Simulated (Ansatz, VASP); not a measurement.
## Two plane-wave programs on SiC

```
CELL_PARAMETERS angstrom
0.00000 6.56959 -6.56959
6.56959 6.56959 0.00000
6.56959 0.00000 -6.56959
ATOMIC_POSITIONS crystal
Si 0.41667 0.75000 0.41667
Si 0.41667 0.08333 0.41667
Si 0.41667 0.41667 0.41667
Si 0.08333 0.75000 0.41667
Si 0.08333 0.08333 0.41667
Si 0.08333 0.41667 0.41667
Si 0.75000 0.75000 0.41667
Si 0.75000 0.08333 0.41667
Si 0.75000 0.41667 0.41667
Si 0.41667 0.75000 0.08333
Si 0.41667 0.08333 0.08333
Si 0.41667 0.41667 0.08333
Si 0.08333 0.75000 0.08333
Si 0.08333 0.08333 0.08333
Si 0.08333 0.41667 0.08333
Si 0.75000 0.75000 0.08333
Si 0.75000 0.08333 0.08333
Si 0.75000 0.41667 0.08333
Si 0.41667 0.75000 0.75000
Si 0.41667 0.08333 0.75000
Si 0.41667 0.41667 0.75000
Si 0.08333 0.75000 0.75000
Si 0.08333 0.08333 0.75000
Si 0.08333 0.41667 0.75000
Si 0.75000 0.75000 0.75000
Si 0.75000 0.08333 0.75000
Si 0.75000 0.41667 0.75000
C 0.33333 0.66667 0.66667
C 0.33333 0.00000 0.66667
C 0.33333 0.33333 0.66667
C 0.00000 0.66667 0.66667
C 0.00000 0.00000 0.66667
C 0.00000 0.33333 0.66667
C 0.66667 0.66667 0.66667
C 0.66667 0.00000 0.66667
C 0.66667 0.33333 0.66667
C 0.33333 0.66667 0.33333
C 0.33333 0.00000 0.33333
C 0.33333 0.33333 0.33333
C 0.00000 0.66667 0.33333
C 0.00000 0.00000 0.33333
C 0.00000 0.33333 0.33333
C 0.66667 0.66667 0.33333
C 0.66667 0.00000 0.33333
C 0.66667 0.33333 0.33333
C 0.33333 0.66667 0.00000
C 0.33333 0.00000 0.00000
C 0.33333 0.33333 0.00000
C 0.00000 0.66667 0.00000
C 0.00000 0.00000 0.00000
C 0.00000 0.33333 0.00000
C 0.66667 0.66667 0.00000
C 0.66667 0.00000 0.00000
C 0.66667 0.33333 0.00000
```

Alike in both runs: task single point; functional PBE; k mesh 2 × 2 × 2; occupations gaussian, width 0.01 eV; no spin polarisation.

```csv
,VASP,Ansatz
version,VASP 6.6.1,Ansatz 0.2.0
potentials or method,"VASP PAW PBE potentials, release 64 (Si, C), cutoff 520 eV","scalar-relativistic, plane waves, PAW"
valence electrons in the cell,216,216
```

Ansatz gave:

- gap on the k mesh at the Fermi level (eV): 1.37
- least direct gap on the mesh (eV): 1.75
- pressure (GPa): 0.0

Which values does VASP return?

gap on the k mesh at the Fermi level (eV): 1.36; least direct gap on the mesh (eV): 1.74; pressure (GPa): 0.0.

With one functional, cell and mesh, what is left measures potentials, basis and numerics.
